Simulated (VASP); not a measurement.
Write the native input for VASP 6.6.1 that does the following.

| Quantity | Value |
| --- | --- |
| Task | single point |
| Functional | LDA |
| Potentials or basis | VASP PAW LDA potentials, release 64 (W_sv) |
| Cutoff | 520 eV |
| k mesh | 15 × 15 × 4 |
| Occupations | fermi-dirac, width 0.1 eV |
| Spin | no spin polarisation |
| Dipole correction | no |
| Further INCAR settings | ALGO = Normal; EDIFF = 1e-07; NBANDS = 36 |

The structure of W lies in POSCAR:

```
W
1.0
    2.6701920367      0.0000000000      0.0000000000
   -1.3350960184      2.3124541367      0.0000000000
    0.0000000000      0.0000000000      9.3724431010
W
4
Direct
    1.0000000000      1.0000000000      0.0000000000
    1.0000000000      0.0000000000      0.5000000000
    0.3333333333      0.6666666667      0.2500000000
    0.6666666667      0.3333333333      0.7500000000
```

This isn't the form of W at room conditions, which is bcc.

These files were run (other wordings do the same):

INCAR

```
SYSTEM = W
PREC = Accurate ; ENCUT = 520
EDIFF = 1E-7 ; ISMEAR = -1
SIGMA = 0.1 ; LREAL = .False.
LASPH = .True. ; NELM = 100
ALGO = Normal ; ISIF = 2
LWAVE = .False. ; LCHARG = .False.
GGA = CA ; NBANDS = 36
```

KPOINTS

```
Automatic mesh
0
Gamma
  15 15 4
  0 0 0
```

Potentials or basis: VASP PAW LDA potentials, release 64 (W_sv).

Command:

```bash
$ cat potpaw_LDA.64/W_sv/POTCAR > POTCAR
$ mpirun -np 1 vasp_std > vasp.out
```

Results of the run:

```yaml
Pressure: 33.0 GPa
Band_gap_on_the_k_mesh: zero (bands 28 and 29 overlap by 2.49 eV)
```

Caveat: the cell stands under pressure; spin-orbit coupling is left out, which moves the levels of the heavy elements.

Wall time 56 s on 1 thread of Intel(R) Xeon(R) 6975P-C (Granite Rapids) (shared host), peak memory 0.23 GiB.
